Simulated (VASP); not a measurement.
# ScAl3N4 (Cm) in VASP: notebook, part 2 of 2

VASP 6.6.1. Earlier steps stand in the parts before.

## 3. Single point, PBE

This run uses another cell than the first one, of 11.66 Å³/atom.

INCAR reads:

```
SYSTEM = ScAl3N4
PREC = Accurate
ENCUT = 520
EDIFF = 1E-6
ISMEAR = 0
SIGMA = 0.01
LREAL = Auto
LASPH = .TRUE.
NELM = 100
ALGO = Normal
ISIF = 2
LWAVE = .FALSE.
LCHARG = .FALSE.
GGA = PE
NBANDS = 102
```

KPOINTS reads:

```
regular mesh
0
G
  4 4 3
  0 0 0
```

POSCAR reads:

```
ScAl3N4
1.0
    6.5180482468     -0.0088472988     -0.0045561160
   -3.2666861090      5.6403717154      0.0045561160
   -0.0071039716      0.0041014799     10.1583297416
Al Sc N
12 4 16
Direct
    0.3371932900      0.1628067100      0.7508682365
    0.1669948151      0.8307607413     -0.0032702942
    0.3278078729      0.6667642203      0.2457045652
    0.1647139448      0.8310712048      0.5019503303
    0.3374886812      0.6746011144      0.7546221624
    0.6692392587      0.3330051849     -0.0032702942
    0.8332357797      0.1721921271      0.2457045652
    0.6689287952      0.3352860552      0.5019503303
    0.8253988856      0.1625113188      0.7546221624
    0.6659083217      0.8340916783      0.0004598788
    0.8382832394      0.6617167606      0.2457961549
    0.8332576273      0.6667423727      0.7521131544
    0.1659438094      0.3340561906     -0.0115461290
    0.3372566784      0.1627433216      0.2465033434
    0.1627234225      0.3372765775      0.5013106225
    0.6659018094      0.8340981906      0.4917458958
    0.1600491009      0.3399508991      0.1978223255
    0.3408586041      0.1591413959      0.4531734154
    0.1660360047      0.3339639953      0.7139569387
    0.3448795516      0.1551204484      0.9410709109
    0.1568098087      0.8139267458      0.1836788844
    0.3212512803      0.6782295037      0.4334993077
    0.1646399094      0.8303590155      0.6932999788
    0.3456381573      0.6895488834      0.9408515847
    0.6860732542      0.3431901913      0.1836788844
    0.8217704963      0.1787487197      0.4334993077
    0.6696409845      0.3353600906      0.6932999788
    0.8104511166      0.1543618427      0.9408515847
    0.6679819428      0.8320180572      0.1943520018
    0.8436790071      0.6563209929      0.4366821389
    0.6671971332      0.8328028668      0.6995446087
    0.8327674169      0.6672325831      0.9414734641
```

Potentials or basis: VASP PAW PBE potentials, release 64 (Al, Sc_sv, N).

On the command line:

```sh
$ cat potpaw_PBE.64/Al/POTCAR potpaw_PBE.64/Sc_sv/POTCAR potpaw_PBE.64/N/POTCAR > POTCAR
$ mpirun -np 1 vasp_std > vasp.out
```

OUTCAR:

```text
SYSTEM = ScAl3N4
   PREC = Accurate
   ENCUT = 520
   EDIFF = 1E-6
   ISMEAR = 0
   LREAL = Auto
   LASPH = .TRUE.
   NELM = 100
   ISIF = 2
   GGA = PE

 ion  position               nearest neighbor table
   1  0.337  0.163  0.751-  20 1.93  27 1.96  23 1.96  19 1.97  13 3.10   6 3.12   2 3.12   8 3.15
                             4 3.15   9 3.18   5 3.18  15 3.21  12 3.25  12 3.25   9 3.34   5 3.34
   2  0.167  0.831  0.997-  24 1.90  21 1.90  20 1.92  32 1.97   5 3.08  12 3.12   1 3.12   3 3.12
                            11 3.14  14 3.15  13 3.24   6 3.24  10 3.24   6 3.27  10 3.28  13 3.28
   3  0.328  0.667  0.246-  21 1.91  17 1.91  22 1.91  29 1.99   2 3.12  10 3.14  16 3.14  11 3.17
                            15 3.19   4 3.20  14 3.20   7 3.22  13 3.22   7 3.29  14 3.32  11 3.34
   4  0.165  0.831  0.502-  22 1.88  18 1.92  30 1.93  23 1.94   1 3.15  12 3.16   5 3.17  11 3.19
                             3 3.20  14 3.20  15 3.21   8 3.22  16 3.26  16 3.26   8 3.28  15 3.31
   5  0.337  0.675  0.755-  24 1.89  31 1.94  23 1.96  19 1.96  13 3.05   2 3.08  10 3.11   4 3.17
                             9 3.17   1 3.18  15 3.20  16 3.25  12 3.26  12 3.26   9 3.33   1 3.34
   6  0.669  0.333  0.997-  28 1.90  25 1.90  20 1.92  32 1.97   9 3.08  12 3.12   1 3.12   7 3.12
                            11 3.14  14 3.15  13 3.24   2 3.24  10 3.24   2 3.27  10 3.28  13 3.28
   7  0.833  0.172  0.246-  25 1.91  17 1.91  26 1.91  29 1.99   6 3.12  10 3.14  16 3.14  11 3.17
                            15 3.19   8 3.20  14 3.20   3 3.22  13 3.22   3 3.29  14 3.32  11 3.34
   8  0.669  0.335  0.502-  26 1.88  18 1.92  30 1.93  27 1.94   1 3.15  12 3.16   9 3.17  11 3.19
                             7 3.20  14 3.20  15 3.21   4 3.22  16 3.26  16 3.26   4 3.28  15 3.31
   9  0.825  0.163  0.755-  28 1.89  31 1.94  27 1.96  19 1.96  13 3.05   6 3.08  10 3.11   8 3.17
[... 17 lines left out ...]
  19  0.166  0.334  0.714-   9 1.96   5 1.96   1 1.97  15 2.16
  20  0.345  0.155  0.941-   6 1.92   2 1.92   1 1.93  13 2.08
  21  0.157  0.814  0.184-   2 1.90  11 1.90   3 1.91  14 2.07
  22  0.321  0.678  0.433-   4 1.88   3 1.91  16 2.03  15 2.04
[... 8 lines left out ...]
  31  0.667  0.833  0.700-   5 1.94   9 1.94  12 1.95  16 2.11
  32  0.833  0.667  0.941-  12 1.92   2 1.97   6 1.97  10 1.98

  LATTYP: Found a base centered monoclinic cell.
 ALAT       =    11.2984417030
 B/A-ratio  =     0.5755416939
 C/A-ratio  =     0.8990915137
 COS(beta)  =    -0.0016140133

  Lattice vectors:

 A1 = (   3.2666861090,  -5.6403717154,  -0.0045561160)
 A2 = (   6.5180482468,  -0.0088472988,  -0.0045561160)
 A3 = (  -0.0071039716,   0.0041014799,  10.1583297416)

Analysis of symmetry for initial positions (statically):
=====================================================================
 Subroutine PRICEL returns:
 Original cell was already a primitive cell.

 Routine SETGRP: Setting up the symmetry group for a
 base centered monoclinic supercell.

 Subroutine GETGRP returns: Found  2 space group operations
 (whereof  1 operations were pure point group operations)
 out of a pool of  4 trial point group operations.

The static configuration has the point symmetry C_1 .
 The point group associated with its full space group is C_1h.

Analysis of symmetry for dynamics (positions and initial velocities):
=====================================================================
 Subroutine PRICEL returns:
 Original cell was already a primitive cell.

 Routine SETGRP: Setting up the symmetry group for a
 base centered monoclinic supercell.

 Subroutine GETGRP returns: Found  2 space group operations
 (whereof  1 operations were pure point group operations)
[... 138 lines left out ...]
   number of dos      NEDOS =    301   number of ions     NIONS =     32
   total plane-waves  NPLWV = 184320
   dimension x,y,z NGX =    48 NGY =   48 NGZ =   80
   dimension x,y,z NGXF=    96 NGYF=   96 NGZF=  160
   ions per type =              12   4  16
   NGX,Y,Z   is equivalent  to a cutoff of  12.24, 12.24, 13.09 a.u.
   NGXF,Y,Z  is equivalent  to a cutoff of  24.49, 24.49, 26.18 a.u.
 SYSTEM =  ScAl3N4
   PREC   = accura    normal or accurate (medium, high low for compatibility)
   ISTART =      0    job   : 0-new  1-cont  2-samecut
   ICHARG =      2    charge: 1-file 2-atom 10-const
   ISPIN  =      1    spin polarized calculation?
   LNONCOLLINEAR =      F non collinear calculations
   LSORBIT =      F    spin-orbit coupling
   LASPH  =      T    aspherical Exc in radial PAW
   ENCUT  =  520.0 eV  38.22 Ry    6.18 a.u.  12.12 12.12 18.89*2*pi/ulx,y,z
   NELM   =    100;   NELMIN=  2; NELMDL= -5     # of ELM steps
   EDIFF  = 0.1E-05   stopping-criterion for ELM
   LREAL  =      T    real-space projection
   EDIFFG = 0.1E-04   stopping-criterion for IOM
   NSW    =      0    number of steps for IOM
   IBRION =     -1    ionic relax: 0-MD 1-quasi-New 2-CG
   NFREE  =      0    steps in history (QN), initial steepest desc. (CG)
   ISIF   =      2    stress and relaxation
   ISYM   =      2    0-nonsym 1-usesym 2-fastsym
   POTIM  = 0.5000    time-step for ionic-motion
   TEBEG  =    0.0;   TEEND  =   0.0 temperature during run
   PSTRESS=    0.0 pullay stress
   NELECT =     160.0000    total number of electrons
   NUPDOWN=      -1.0000    fix difference up-down
   EMIN   =  10.00;   EMAX   =-10.00  energy-range for DOS
   EFERMI =   0.00;   METHOD = LEGACY
   ISMEAR =     0;   SIGMA  =   0.01  broadening in eV -4-tet -1-fermi 0-gaus
   EFERMI_NEDOS =   21; number of points for ismear=-14 and -15
   IALGO  =     38    algorithm
   IMIX   =      4    mixing-type and parameters
     AMIX     =   0.40;   BMIX     =  1.00
     AMIX_MAG =   1.60;   BMIX_MAG =  1.00
  volume/ion in A,a.u.               =      11.66        78.70
  Fermi-wavevector in a.u.,A,eV,Ry     =   1.234467  2.332805 20.734045  1.523909
  Thomas-Fermi vector in A             =   2.369156
   LORBIT       =      0    0 simple, 1 ext, 2 COOP (PROOUT), +10 PAW based schemes
   GGA     = PE    functional components
   LHFCALC =     F    Hartree Fock is set to
   AEXX    =    0.0000 exact exchange contribution
   IVDW    =     0    specifies the selected vdW correction
   LEPSILON=     F    determine dielectric tensor
   LRPA    =     F    only Hartree local field effects (RPA)
 non-spin polarized calculation
 Gauss-broadening in eV      SIGMA  =   0.01
  energy-cutoff  :      520.00
  volume of cell :      373.17
 maximum number of plane-waves:     10063
   NGX = 25   NGY = 25   NGZ = 37

 number of electron     160.0000006 magnetization

 Free energy of the ion-electron system (eV)
  ---------------------------------------------------
  ext. energy  EPLUGINS =         0.00000000
  ---------------------------------------------------
  free energy    TOTEN  =      -248.20974819 eV

  energy without entropy =     -248.20974819  energy(sigma->0) =     -248.20974819

 E-fermi :   4.9615     XC(G=0): -10.6932

 val. band max:        4.8554759552   @ k =   0.0000   0.0000   0.3333
 cond. band min:       8.3862354994   @ k =   0.0000   0.0000   0.0000
 fundamental gap:      3.5307595441
 Fermi energy:         4.9614892148

 k-point     1 :       0.0000    0.0000    0.0000
  band No.  band energies     occupation
      1     -42.1025      2.00000
      2     -42.0259      2.00000
      3     -41.9982      2.00000
      4     -41.9405      2.00000
      5     -21.0292      2.00000
      6     -20.9270      2.00000
[... 1604 lines left out ...]
     91       9.8463      0.00000
     92      10.0798      0.00000
 [bands above 92 left out]

------------------------ aborting loop because EDIFF is reached ----------------------------------------

  FORCE on cell =-STRESS in cart. coord.  units (eV):
  Direction    XX          YY          ZZ          XY          YZ          ZX
  --------------------------------------------------------------------------------------
  -------------------------------------------------------------------------------------
  Total       -4.7663844     -4.8324875     -2.4237207     -0.0572470     -0.0192409      0.0333279
  in kB      -20.4641574    -20.7479670    -10.4060855     -0.2457863     -0.0826097      0.1430910
  external PRESSURE =     -17.2060700 kB  Pullay stress =       0.0000000 kB

 VOLUME and BASIS-vectors are now :
 -----------------------------------------------------------------------------
  energy-cutoff  :      520.00
  volume of cell :      373.17
      direct lattice vectors                 reciprocal lattice vectors
     6.518048247 -0.008847299 -0.004556116     0.153540912  0.088924926  0.000071471
    -3.266686109  5.640371715  0.004556116     0.000240789  0.177432793 -0.000071471
    -0.007103972  0.004101480 10.158329742     0.000068757 -0.000039697  0.098441444

 POSITION                                       TOTAL-FORCE (eV/Angst)
 -----------------------------------------------------------------------------------
      1.66067      0.91839      7.62677        -0.000642      0.000371      0.004042
     -1.63244      4.68841     10.12813         0.002844      0.001912      0.001436
     -0.04319      3.75891      2.49749        -0.004364     -0.000779     -0.000243
     -1.64480      4.68815      5.10201         0.001536      0.002798     -0.000725
     -0.00930      3.80511      7.66724        -0.000941     -0.002278      0.004446
      3.26723      1.87644     10.12358        -0.000234     -0.003419      0.001436
[... 24 lines left out ...]
      1.62335      4.69428      7.10696        -0.001083      0.000625      0.050764
      3.24169      3.75993      9.56304         0.000742     -0.000428     -0.000359
 -----------------------------------------------------------------------------------
    total drift:                                0.007052     -0.004074      0.004407

  FREE ENERGIE OF THE ION-ELECTRON SYSTEM (eV)
  ---------------------------------------------------
  free  energy   TOTEN  =      -248.2097481863 eV

  energy  without entropy=     -248.2097481863  energy(sigma->0) =     -248.20974819
```

Run time: 19 min. Hardware: 1 thread of Intel Xeon Platinum 8259CL at 2.50GHz (Skylake/Cascade Lake), shared host; peak memory 0.68 GiB.

Results:

* Free energy: -248.2097 eV
* Pressure: -1.7 GPa
* Largest force: 0.083 eV/Å
* Band gap on the k mesh: 3.53 eV

Forces in eV/Å, atoms in the order of the input:
```
Al  -0.001  0.000  0.004
Al   0.003  0.002  0.001
Al  -0.004 -0.001  0.000
Al   0.002  0.003 -0.001
Al  -0.001 -0.002  0.004
Al   0.000 -0.003  0.001
Al  -0.002  0.004  0.000
Al  -0.002 -0.003 -0.001
Al   0.002  0.002  0.004
Al  -0.002  0.001 -0.002
Al   0.005 -0.003  0.001
Al   0.000  0.000 -0.001
Sc   0.006 -0.003  0.004
Sc   0.003 -0.002 -0.001
Sc   0.007 -0.004  0.018
Sc   0.012 -0.007  0.012
N   -0.055  0.032  0.034
N    0.053 -0.031  0.041
N   -0.002  0.001  0.036
N    0.051 -0.030 -0.020
N   -0.002 -0.058 -0.020
N   -0.062  0.036 -0.043
N    0.000 -0.003 -0.005
N   -0.001  0.060 -0.016
N    0.049  0.031 -0.020
N   -0.062  0.036 -0.043
N    0.003  0.001 -0.005
N   -0.053 -0.029 -0.016
N    0.001 -0.001 -0.003
N    0.051 -0.029 -0.014
N   -0.001  0.001  0.051
N    0.001  0.000  0.000
```

Levels at points of the mesh, in eV from the valence-band top:
```
           k point  band 76  band 77  band 78  band 79  band 80  band 81  band 82  band 83  band 84  band 85
(0.00, 0.00, 0.00)    -0.35    -0.31    -0.31    -0.09     0.00     3.53     3.95     4.13     4.16     4.26
(0.50, 0.00, 0.00)    -0.33    -0.22    -0.17    -0.13    -0.10     4.07     4.15     4.30     4.34     4.70
(0.50, 0.50, 0.00)    -0.26    -0.21    -0.18    -0.15    -0.11     4.07     4.09     4.49     4.61     4.65
```

Caveat: an odd mesh through Γ misses points on the zone boundary, where band edges can lie.
